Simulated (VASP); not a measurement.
# PC30 (a cell with a defect) in VASP: further runs

Runs on PC30 (a cell with a defect). Level: PBE. Tasks: single point.

All numbers are computed with VASP 6.6.1; they aren't measurements. Logs are shortened: lines on timing, memory, paths and dates and some standing lists are left out, and cuts for length are marked.

**1. The cell of the first run**

The cell holds a defect, 31 atoms: a = 6.186 Å, b = 6.186 Å, c = 6.186 Å, α = 109.47°, β = 109.47°, γ = 109.47°.

**2. Single point, PBE**

INCAR

```
PREC     = Accurate       # precision mode
ENCUT    = 520            # plane-wave cutoff, eV
EDIFF    = 1E-6           # SCF threshold, eV
ISMEAR   = -1             # smearing method
SIGMA    = 0.01           # smearing width, eV
LREAL    = Auto         
LASPH    = T              # aspherical terms in the spheres
NELM     = 120            # most SCF steps
ALGO     = Normal         # electronic algorithm
ISIF     = 2              # what is computed and relaxed
LWAVE    = F              # write WAVECAR
LCHARG   = F              # write CHGCAR
GGA      = PE             # functional
NBANDS   = 84             # bands
NELECT   = 126.0        
GGA_COMPAT= F
```

KPOINTS

```
regular mesh
0
Gamma
  1 1 1
```

POSCAR

```
PC30
1.0
   -3.5716218665      3.5716218665      3.5716218665
    3.5716218665     -3.5716218665      3.5716218665
    3.5716218665      3.5716218665     -3.5716218665
C P
30 1
Direct
    0.0074350511      0.0093279281      0.0072523870
    0.0074282876      0.2562998057      0.7602529252
    0.0029763474      0.5046001864      0.5084730545
    0.0029775351      0.7575308185      0.2555425725
    0.2540414251      0.0033390432      0.7542801893
    0.2557252799      0.2518517335      0.5084672863
    0.2557297443      0.7575273717      0.0027983383
    0.4902781310     -0.0006182386      0.4901000831
    0.5086463911      0.2518504224      0.2555373908
    0.5086534525      0.5046005335      0.0027970602
    0.4902701716      0.7391408079      0.7503224367
    0.7544641170      0.0033383052      0.2538603442
    0.7604577114      0.2563068334      0.0072525525
    0.7544605495      0.5029104380      0.7542781787
    0.7505078419      0.7391392105      0.4900930841
    0.0001032600      0.0020025094      0.7529449589
    0.0060894571      0.2549597537      0.5063192699
    0.0100339922      0.5191553425      0.2701034125
    0.0060848226      0.7553749485      0.0058987970
    0.2518906763      0.0064389615      0.5046372160
    0.2702677749      0.2589029900      0.2700871531
    0.2702765482      0.5191474843      0.0098501741
    0.2518955115      0.7537044143      0.7573827538
    0.5048229749      0.0064403506      0.2517147602
    0.5065095467      0.2549604425      0.0059054021
    0.5048288635      0.5007651463      0.7573826696
    0.7531251945      0.0019955593     -0.0000851137
    0.7531259671      0.2489786581      0.7529406796
    0.7575603911      0.5007571528      0.5046402095
    0.7575623701      0.7536995969      0.2517142051
    0.3802674031      0.6291314106      0.3801013466
```

Potentials or basis: VASP PAW PBE potentials, release 64 (C, P).

Command:

```console
$ cat potpaw_PBE.64/C/POTCAR potpaw_PBE.64/P/POTCAR > POTCAR
$ mpirun -np 1 vasp_gam > vasp.out
```

OUTCAR:

```text
PREC = Accurate
   ENCUT = 520
   EDIFF = 1E-6
   ISMEAR = -1
   LREAL = Auto
   LASPH = T
   NELM = 120
   ISIF = 2
   GGA = PE
   NELECT = 126.0

 ion  position               nearest neighbor table
   1  0.007  0.009  0.007-  27 1.54  16 1.54  19 1.57  21 1.60
   2  0.007  0.256  0.760-  16 1.54  28 1.54  17 1.57  22 1.60
   3  0.003  0.505  0.508-  29 1.50  18 1.52  23 1.54  17 1.55
   4  0.003  0.758  0.256-  30 1.50  18 1.52  20 1.54  19 1.55
   5  0.254  0.003  0.754-  23 1.55  20 1.55  25 1.56  16 1.57
   6  0.256  0.252  0.508-  20 1.50  21 1.52  26 1.54  17 1.55
[... 22 lines left out ...]
  29  0.758  0.501  0.505-   3 1.50  15 1.52   9 1.54  14 1.55
  30  0.758  0.754  0.252-   4 1.50  15 1.52  10 1.54  12 1.55
  31  0.380  0.629  0.380-  11 1.95  21 1.95  18 1.95  15 1.95   8 1.95  22 1.95

  LATTYP: Found a body centered cubic cell.
 ALAT       =     7.1432437330

  Lattice vectors:

 A1 = (  -3.5716218665,   3.5716218665,   3.5716218665)
 A2 = (   3.5716218665,  -3.5716218665,   3.5716218665)
 A3 = (   3.5716218665,   3.5716218665,  -3.5716218665)

Analysis of symmetry for initial positions (statically):
=====================================================================
 Subroutine PRICEL returns:
 Original cell was already a primitive cell.

 Routine SETGRP: Setting up the symmetry group for a
 body centered cubic supercell.

 Subroutine GETGRP returns: Found  1 space group operations
 (whereof  1 operations were pure point group operations)
 out of a pool of 48 trial point group operations.

The static configuration has the point symmetry C_1 .

Analysis of symmetry for dynamics (positions and initial velocities):
=====================================================================
 Subroutine PRICEL returns:
 Original cell was already a primitive cell.

 Routine SETGRP: Setting up the symmetry group for a
 body centered cubic supercell.

 Subroutine GETGRP returns: Found  1 space group operations
 (whereof  1 operations were pure point group operations)
 out of a pool of 48 trial point group operations.

The dynamic configuration has the point symmetry C_1 .

 Subroutine INISYM returns: Found  1 space group operations
 (whereof  1 operations are pure point group operations),
 and found     1 'primitive' translations

----------------------------------------------------------------------------------------

                                     Primitive cell

  volume of cell :     182.2453

  direct lattice vectors                    reciprocal lattice vectors
    -3.571621867  3.571621867  3.571621867     0.000000000  0.139992423  0.139992423
     3.571621867 -3.571621867  3.571621867     0.139992423  0.000000000  0.139992423
     3.571621867  3.571621867 -3.571621867     0.139992423  0.139992423  0.000000000

  length of vectors
     6.186230538  6.186230538  6.186230538     0.197979184  0.197979184  0.197979184

  position of ions in fractional coordinates (direct lattice)
     0.007435051  0.009327928  0.007252387
     0.007428288  0.256299806  0.760252925
     0.002976347  0.504600186  0.508473055
     0.002977535  0.757530819  0.255542572
     0.254041425  0.003339043  0.754280189
     0.255725280  0.251851733  0.508467286
[... 23 lines left out ...]
     0.757562370  0.753699597  0.251714205
     0.380267403  0.629131411  0.380101347

  ion indices of the primitive-cell ions
   primitive index   ion index
                 1           1
                 2           2
                 3           3
                 4           4
                 5           5
                 6           6
[... 23 lines left out ...]
                30          30
                31          31

----------------------------------------------------------------------------------------

 KPOINTS: regular mesh

Automatic generation of k-mesh.
 Grid dimensions read from file:
 generate k-points for:    1    1    1

 Generating k-lattice:

  Cartesian coordinates                     Fractional coordinates (reciprocal lattice)
     0.000000000  0.139992423  0.139992423     1.000000000  0.000000000  0.000000000
     0.139992423  0.000000000  0.139992423     0.000000000  1.000000000  0.000000000
     0.139992423  0.139992423  0.000000000     0.000000000  0.000000000  1.000000000

  Length of vectors
     0.197979184  0.197979184  0.197979184

  Shift w.r.t. Gamma in fractional coordinates (k-lattice)
     0.000000000  0.000000000  0.000000000

 Subroutine IBZKPT returns following result:
 ===========================================

 Found      1 irreducible k-points:

 Following reciprocal coordinates:
            Coordinates               Weight
  0.000000  0.000000  0.000000      1.000000
   k-points           NKPTS =      1   k-points in BZ     NKDIM =      1   number of bands    NBANDS=     84
   number of dos      NEDOS =    301   number of ions     NIONS =     31
   total plane-waves  NPLWV = 110592
   dimension x,y,z NGX =    48 NGY =   48 NGZ =   48
   dimension x,y,z NGXF=    96 NGYF=   96 NGZF=   96
   ions per type =              30   1
   NGX,Y,Z   is equivalent  to a cutoff of  12.90, 12.90, 12.90 a.u.
   NGXF,Y,Z  is equivalent  to a cutoff of  25.80, 25.80, 25.80 a.u.
 SYSTEM =  unknown system
   PREC   = accura    normal or accurate (medium, high low for compatibility)
   ISTART =      0    job   : 0-new  1-cont  2-samecut
   ICHARG =      2    charge: 1-file 2-atom 10-const
   ISPIN  =      1    spin polarized calculation?
   LNONCOLLINEAR =      F non collinear calculations
   LSORBIT =      F    spin-orbit coupling
   LASPH  =      T    aspherical Exc in radial PAW
   ENCUT  =  520.0 eV  38.22 Ry    6.18 a.u.  11.50 11.50 11.50*2*pi/ulx,y,z
   NELM   =    120;   NELMIN=  2; NELMDL= -5     # of ELM steps
   EDIFF  = 0.1E-05   stopping-criterion for ELM
   LREAL  =      T    real-space projection
   EDIFFG = 0.1E-04   stopping-criterion for IOM
   NSW    =      0    number of steps for IOM
   IBRION =     -1    ionic relax: 0-MD 1-quasi-New 2-CG
   NFREE  =      0    steps in history (QN), initial steepest desc. (CG)
   ISIF   =      2    stress and relaxation
   ISYM   =      2    0-nonsym 1-usesym 2-fastsym
   POTIM  = 0.5000    time-step for ionic-motion
   TEBEG  =    0.0;   TEEND  =   0.0 temperature during run
   PSTRESS=    0.0 pullay stress
   NELECT =     126.0000    total number of electrons
   NUPDOWN=      -1.0000    fix difference up-down
   EMIN   =  10.00;   EMAX   =-10.00  energy-range for DOS
   EFERMI =   0.00;   METHOD = LEGACY
   ISMEAR =    -1;   SIGMA  =   0.01  broadening in eV -4-tet -1-fermi 0-gaus
   EFERMI_NEDOS =   21; number of points for ismear=-14 and -15
   IALGO  =     38    algorithm
   IMIX   =      4    mixing-type and parameters
     AMIX     =   0.40;   BMIX     =  1.00
     AMIX_MAG =   1.60;   BMIX_MAG =  1.00
  volume/ion in A,a.u.               =       5.88        39.67
  Fermi-wavevector in a.u.,A,eV,Ry     =   1.447592  2.735552 28.511320  2.095523
  Thomas-Fermi vector in A             =   2.565529
   LORBIT       =      0    0 simple, 1 ext, 2 COOP (PROOUT), +10 PAW based schemes
   GGA     = PE    functional components
   LHFCALC =     F    Hartree Fock is set to
   AEXX    =    0.0000 exact exchange contribution
   IVDW    =     0    specifies the selected vdW correction
   LEPSILON=     F    determine dielectric tensor
   LRPA    =     F    only Hartree local field effects (RPA)
 non-spin polarized calculation
  energy-cutoff  :      520.00
  volume of cell :      182.25
 maximum number of plane-waves:      2461
 NGX is ok and might be reduce to    48
   NGX = 23   NGY = 23   NGZ = 23

 number of electron     126.0000003 magnetization

 Free energy of the ion-electron system (eV)
  ---------------------------------------------------
  ext. energy  EPLUGINS =         0.00000000
  ---------------------------------------------------
  free energy    TOTEN  =      -258.03314818 eV

  energy without entropy =     -258.03314818  energy(sigma->0) =     -258.03314818

 E-fermi :  11.3149     XC(G=0): -13.2052

 val. band max:       10.9940386313   @ k =   0.0000   0.0000   0.0000
 cond. band min:      14.2832415697   @ k =   0.0000   0.0000   0.0000
 fundamental gap:      3.2892029385
 Fermi energy:        11.3148728131

 k-point     1 :       0.0000    0.0000    0.0000
  band No.  band energies     occupation
      1     -11.5339      2.00000
      2      -7.5148      2.00000
      3      -7.3604      2.00000
      4      -7.3603      2.00000
      5      -7.3064      2.00000
      6      -7.3063      2.00000
[... 67 lines left out ...]
     74      17.5030      0.00000
     75      17.5036      0.00000
 [bands above 75 left out]

------------------------ aborting loop because EDIFF is reached ----------------------------------------

  FORCE on cell =-STRESS in cart. coord.  units (eV):
  Direction    XX          YY          ZZ          XY          YZ          ZX
  --------------------------------------------------------------------------------------
  -------------------------------------------------------------------------------------
  Total       23.1492940     23.1669770     23.1450401    -16.1356025    -16.1319339    -16.1179378
  in kB      203.5128905    203.6683470    203.4754928   -141.8532722   -141.8210201   -141.6979762
  external PRESSURE =     203.5522434 kB  Pullay stress =       0.0000000 kB

 VOLUME and BASIS-vectors are now :
 -----------------------------------------------------------------------------
  energy-cutoff  :      520.00
  volume of cell :      182.25
      direct lattice vectors                 reciprocal lattice vectors
    -3.571621867  3.571621867  3.571621867     0.000000000  0.139992423  0.139992423
     3.571621867 -3.571621867  3.571621867     0.139992423  0.000000000  0.139992423
     3.571621867  3.571621867 -3.571621867     0.139992423  0.139992423  0.000000000

 POSITION                                       TOTAL-FORCE (eV/Angst)
 -----------------------------------------------------------------------------------
      0.03266      0.01914      0.03397        -0.003090     -0.337037     -0.001731
      3.60421      1.82646     -1.77340         0.001020      0.000472     -0.336947
      3.60768      0.02446     -0.00320        -0.002547      0.161229     -0.141374
      3.60768     -1.78228      1.80355        -0.002349     -0.140865      0.162567
      1.79859      3.58942     -1.77474        -0.347743      0.061742      0.057997
      1.80222      1.82989     -0.00318         0.164604     -0.005284     -0.141591
[... 23 lines left out ...]
      0.88523      0.91282      4.49863         0.002425     -0.158277      0.144886
      2.24643      0.46873      2.24761        -0.002028     -0.005498      0.001677
 -----------------------------------------------------------------------------------
    total drift:                                0.065520      0.091250      0.061845

  FREE ENERGIE OF THE ION-ELECTRON SYSTEM (eV)
  ---------------------------------------------------
  free  energy   TOTEN  =      -258.0331481800 eV

  energy  without entropy=     -258.0331481800  energy(sigma->0) =     -258.03314818
```

Run time: 33 s. Hardware: 1 thread of Intel Xeon Platinum 8488C (Sapphire Rapids), shared host; peak memory 0.31 GiB.

Results:

```yaml
Free_energy: -258.0331 eV
Largest_force: 0.467 eV/Å
```

Forces on the atoms (eV/Å):
```
C   -0.003 -0.337 -0.002
C    0.001  0.000 -0.337
C   -0.003  0.161 -0.141
C   -0.002 -0.141  0.163
C   -0.348  0.062  0.058
C    0.165 -0.005 -0.142
C    0.161 -0.141 -0.002
C   -0.328 -0.072 -0.325
C   -0.142 -0.005  0.164
C   -0.142  0.161 -0.004
C   -0.325 -0.330 -0.064
C    0.058  0.062 -0.348
C   -0.336 -0.001 -0.001
C    0.059 -0.346  0.060
C   -0.063 -0.330 -0.324
C    0.337 -0.002  0.000
C   -0.056 -0.054  0.351
C    0.058  0.321  0.319
C   -0.055  0.355 -0.054
C    0.144  0.008 -0.161
C    0.323  0.060  0.322
C    0.321  0.323  0.059
C    0.145 -0.158  0.003
C   -0.162  0.007  0.141
C    0.353 -0.054 -0.055
C   -0.160  0.139  0.001
C   -0.001 -0.001  0.338
C   -0.001  0.342 -0.003
C    0.002  0.141 -0.161
C    0.002 -0.158  0.145
P   -0.002 -0.005  0.002
```

Levels at points of the mesh, in eV from the Fermi level:
```
           k point  band 61  band 62  band 63  band 64  band 65  band 66
(0.00, 0.00, 0.00)    -2.01    -0.32    -0.32     2.97     2.97     2.98
```

Caveat: the k points lie up to 1.24 Å⁻¹ apart; the cell carries a net charge on a neutralising background, which shifts energy and pressure; the cell is charged against a uniform background, so pressure and absolute levels hang on convention.

**3. Single point, PBE**

INCAR

```
SYSTEM = PC30
ALGO = Normal ; EDIFF = 1E-6
ENCUT = 520 ; GGA = PE
GGA_COMPAT = .FALSE. ; ISIF = 2
ISMEAR = -1 ; LASPH = .TRUE.
LCHARG = .FALSE. ; LREAL = Auto
LWAVE = .FALSE. ; NBANDS = 84
NELECT = 124.0 ; NELM = 120
PREC = Accurate ; SIGMA = 0.01
```

KPOINTS

```
k-points
0
G
  1 1 1
  0 0 0
```

POSCAR

```
PC30
1.0
   -3.5716218665      3.5716218665      3.5716218665
    3.5716218665     -3.5716218665      3.5716218665
    3.5716218665      3.5716218665     -3.5716218665
C P
30 1
Direct
    0.0043953054      0.0058879759      0.0037834521
    0.0043916190      0.2525866645      0.7570533401
    0.0027396937      0.5016416159      0.5058383596
    0.0027736938      0.7547096618      0.2527996152
    0.2529489220      0.0012452052      0.7524060863
    0.2534250253      0.2510209554      0.5058760181
    0.2534198051      0.7546248276      0.0021075456
    0.4926186133      0.0055190571      0.4920322142
    0.5064588257      0.2509121826      0.2527953650
    0.5064652050      0.5015894845      0.0021289413
    0.4926072543      0.7408541087      0.7566811604
    0.7530438326      0.0012303402      0.2523588721
    0.7577025302      0.2526366545      0.0037889873
    0.7530297953      0.5011629317      0.7524202937
    0.7572628503      0.7407750468      0.4920077622
   -0.0016787258     -0.0001952497      0.7510018559
    0.0029916240      0.2512163894      0.5024463698
   -0.0012120773      0.5116947918      0.2627977774
    0.0030074980      0.7512895914      0.0023805015
    0.2495817533      0.0015293446      0.5020040576
    0.2634411368      0.2469575197      0.2627926139
    0.2634150776      0.5115757168     -0.0018999474
    0.2495560135      0.7508426351      0.7526484589
    0.5026471711      0.0014739325      0.2489570455
    0.5030891901      0.2512021943      0.0023947228
    0.5026235653      0.4978241892      0.7527146037
    0.7516379875     -0.0001290955     -0.0022474046
    0.7516358599      0.2465614974      0.7510211786
    0.7532550057      0.4977498958      0.5020058810
    0.7532888948      0.7508095243      0.2489642453
    0.3780170576      0.6262379626      0.3774065374
```

Potentials or basis: VASP PAW PBE potentials, release 64 (C, P).

Command:

```console
$ cat potpaw_PBE.64/C/POTCAR potpaw_PBE.64/P/POTCAR > POTCAR
$ mpirun -np 1 vasp_gam > vasp.out
```

Wall time 43 s (1 thread of Intel Xeon Platinum 8488C (Sapphire Rapids), shared host); peak memory 0.31 GiB.

It converged, with:

| Property | Result |
| --- | --- |
| Free energy | -279.9716 eV |
| Largest force | 0.523 eV/Å |

Forces in eV/Å, atoms in the order of the input:
```
C    0.149 -0.110  0.143
C    0.150  0.148 -0.118
C   -0.021  0.215  0.324
C   -0.016  0.329  0.210
C   -0.033  0.134  0.127
C    0.213 -0.020  0.327
C    0.233  0.340 -0.026
C   -0.360  0.034 -0.366
C    0.338 -0.025  0.217
C    0.349  0.222 -0.028
C   -0.353 -0.354  0.033
C    0.131  0.131 -0.044
C   -0.110  0.149  0.141
C    0.134 -0.036  0.128
C    0.043 -0.371 -0.366
C    0.111 -0.147 -0.138
C   -0.130 -0.125  0.052
C   -0.048  0.364  0.354
C   -0.132  0.043 -0.123
C   -0.334  0.023 -0.211
C    0.358 -0.050  0.357
C    0.355  0.350 -0.039
C   -0.344 -0.215  0.026
C   -0.220  0.021 -0.333
C    0.034 -0.129 -0.123
C   -0.231 -0.340  0.032
C   -0.154 -0.144  0.120
C   -0.149  0.113 -0.144
C    0.018 -0.328 -0.207
C    0.019 -0.219 -0.326
P   -0.001 -0.003  0.000
```

Levels at points of the mesh, in eV from the Fermi level:
| k point | band 59 | band 60 | band 61 | band 62 | band 63 | band 64 | band 65 | band 66 |
| --- | --- | --- | --- | --- | --- | --- | --- | --- |
| (0.00, 0.00, 0.00) | -2.93 | -2.92 | -1.95 | 0.00 | 0.00 | 2.83 | 3.26 | 3.26 |

Caveat: the k points lie up to 1.24 Å⁻¹ apart; the cell carries a net charge on a neutralising background, which shifts energy and pressure; the cell is charged against a uniform background, so pressure and absolute levels hang on convention.
